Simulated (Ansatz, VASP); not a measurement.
**One calculation of In, two programs**

```
In
1.0
     1.66964    0.96397    8.20746
    -1.66964    0.96397    8.20746
     0.00000   -1.92793    8.20746
In
3
Cartesian
  -0.2421 -0.1976 22.3735
  -0.2421 -0.1976 41.5301
  -0.2421 -0.1976 27.8394
```

Alike in both runs: task single point; functional PBE; k mesh 6 × 6 × 6; no spin polarisation.

|  | VASP | Ansatz |
| --- | --- | --- |
| version | VASP 6.6.1 | Ansatz 0.2.0 |
| potentials or method | VASP PAW PBE potentials, release 64 (In_d), cutoff 520 eV | scalar-relativistic, plane waves, PAW |
| occupations | fermi-dirac, width 0.0861733 eV | fermi-dirac |
| valence electrons in the cell | 39 | 39 |

|  | VASP | Ansatz | Ansatz less VASP |
| --- | --- | --- | --- |
| gap on the k mesh at the Fermi level (eV) | none | none | - |
| pressure (GPa) | 1.4 | 1.4 | +0.05 |
| traceless stress, the component that is largest in VASP (GPa) | -0.65 | -0.65 | -0.001 |

A gap of «none» marks a metal or a gap that the smearing closes.

The k mesh is coarse, so the values compare programs but aren't converged.
